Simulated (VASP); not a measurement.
Wanted: the native input for a VASP 6.6.1 run.

- Task: single point
- Functional: LDA
- Potentials or basis: VASP PAW LDA potentials, release 64 (Sc_sv)
- Cutoff: 520 eV
- k mesh: 17 × 17 × 17
- Occupations: fermi-dirac, width 0.08 eV
- Spin: no spin polarisation
- Dipole correction: no
- Further INCAR settings: ALGO = Normal; EDIFF = 1e-06; NBANDS = 12

The structure of Sc lies in POSCAR:

```
Sc
1.0
    0.0000000000      1.8943618502      1.8943618502
    1.8943618502      0.0000000000      1.8943618502
    1.8943618502      1.8943618502      0.0000000000
Sc
1
Direct
    0.0000000000      0.0000000000      0.0000000000
```

This isn't the form of Sc at room conditions, which is hcp.

One way to write it, as run:

INCAR

```
  ALGO = Normal
  EDIFF = 1E-6
  ENCUT = 520
  GGA = CA
  ISIF = 2
  ISMEAR = -1
  LASPH = True
  LCHARG = False
  LREAL = False
  LWAVE = False
  NBANDS = 12
  NELM = 80
  PREC = Accurate
  SIGMA = 0.08
```

KPOINTS

```
k-points
0
Gamma
  17 17 17
```

Potentials or basis: VASP PAW LDA potentials, release 64 (Sc_sv).

Command:

```sh
$ cat potpaw_LDA.64/Sc_sv/POTCAR > POTCAR
$ mpirun -np 1 vasp_std > vasp.out
```

It gave:

```yaml
Pressure: 61.9 GPa
Band_gap_on_the_k_mesh: zero (an odd number of electrons rules out a gap without spin polarisation)
```

Caveat: the cell stands under pressure.

It took 23 s on 1 thread of AMD EPYC 7R43 64-Core Processor (Zen 3) (shared host), peak memory 0.1 GiB.
